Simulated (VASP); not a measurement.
The system is Pb2O.

```xyz
6
Lattice="5.3800 0.0000 0.0000 0.0000 5.3800 0.0000 0.0000 0.0000 5.3800" Properties=species:S:1:pos:R:3 pbc="T T T"
Pb    1.3450    1.3450    1.3450
Pb    4.0350    4.0350    1.3450
Pb    1.3450    4.0350    4.0350
Pb    4.0350    1.3450    4.0350
O     0.0000    0.0000    0.0000
O     2.6900    2.6900    2.6900
```

Base run:

- Program: VASP 6.6.1
- Functional: PBE
- Potentials or basis: VASP PAW PBE potentials, release 64 (Pb_d, O)
- Cutoff: 520 eV
- k mesh: 6 × 6 × 6
- Occupations: fermi-dirac, width 0.05 eV
- Spin: no spin polarisation

Its results: band gap on the k mesh zero (bands 34 and 35 overlap by 0.90 eV); pressure 2.8 GPa.

Question: The run is repeated on the same cell with these changes: functional from PBE to r2SCAN; further incar settings from ALGO = Normal; EDIFF = 1e-06; NBANDS = 43 to ALGO = Normal; EDIFF = 1e-08; NBANDS = 43. What comes out?

Answer: Band gap on the k mesh zero (bands 34 and 35 overlap by 0.99 eV); pressure 1.2 GPa.

Caveats: spin-orbit coupling is left out, which moves the levels of the heavy elements; the PAW data sets were made with another functional, which shifts forces and pressure a little (at least some runs).
